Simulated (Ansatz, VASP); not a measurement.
## Ga: VASP beside Ansatz

The input INCAR:

```
ALGO     = Normal         # electronic algorithm
EDIFF    = 1E-8           # SCF threshold, eV
ENCUT    = 520            # plane-wave cutoff, eV
GGA      = PE             # functional
ISIF     = 2              # what is computed and relaxed
ISMEAR   = -1             # smearing method
LASPH    = T              # aspherical terms in the spheres
LCHARG   = F              # write CHGCAR
LEFG     = T            
LREAL    = F              # projectors in reciprocal space
LWAVE    = F              # write WAVECAR
NBANDS   = 20             # bands
NELM     = 60             # most SCF steps
PREC     = Accurate       # precision mode
SIGMA    = 0.08           # smearing width, eV
```

File KPOINTS:

```
k-points
0
Gamma
  12 12 10
```

File POSCAR:

```
Ga
1.0
    1.4254189801     -3.9960883822      0.0000000000
    1.4254189801      3.9960883822      0.0000000000
    0.0000000000      0.0000000000      3.1162608048
Ga
2
Direct
    0.8670000000      0.1330000000      0.2500000000
    0.1330000000      0.8670000000      0.7500000000
```

Input for Ansatz:

```yaml
crystal:
  lattice:
    - [1.4254189801, -3.9960883822, 0.0]
    - [1.4254189801, 3.9960883822, 0.0]
    - [0.0, 0.0, 3.1162608048]
  atoms:
    - { symbol: Ga, position: [0.867, 0.133, 0.25] }
    - { symbol: Ga, position: [0.133, 0.867, 0.75] }
kpoints:
  mp_grid: { grid: [12, 12, 10] }
scf:
  occupations: { method: fermi_dirac, width: 0.08 }
hamiltonian:
  xc: pbe
  pseudopotentials: { kind: paw }
output:
  forces: true
  stress: true
  eigenvalues: true
  efg: { contact_densities: true }
```

Change from the starting cell: volume scaled by 0.95, PAW files.

Alike in both runs: task electric field gradients; functional PBE; k mesh 12 × 12 × 10; occupations fermi-dirac, width 0.08 eV; no spin polarisation.

```csv
,VASP,Ansatz
version,VASP 6.6.1,Ansatz 0.2.0
potentials or method,"VASP PAW PBE potentials, release 64 (Ga_d)","PAW with Ansatz's default frozen-core files, scalar-relativistic"
plane-wave cutoff (eV),520,420
valence electrons in the cell,26,26
```

VASP gave:

* pressure (GPa): 5.0
* traceless stress, the component that is largest in VASP (GPa): -2.82
* rms of the force components (eV/Å): 0.129
* size of Vzz on the site where it differs most (V/Å²): 27.8

Task: What did Ansatz give for the same quantities?

Result: Pressure (GPa): 4.8; traceless stress, the component that is largest in VASP (GPa): -2.80; rms of the force components (eV/Å): 0.129; size of Vzz on the site where it differs most (V/Å²): 29.2.

Atom by atom the forces differ by 0.001 eV/Å (rms over components).
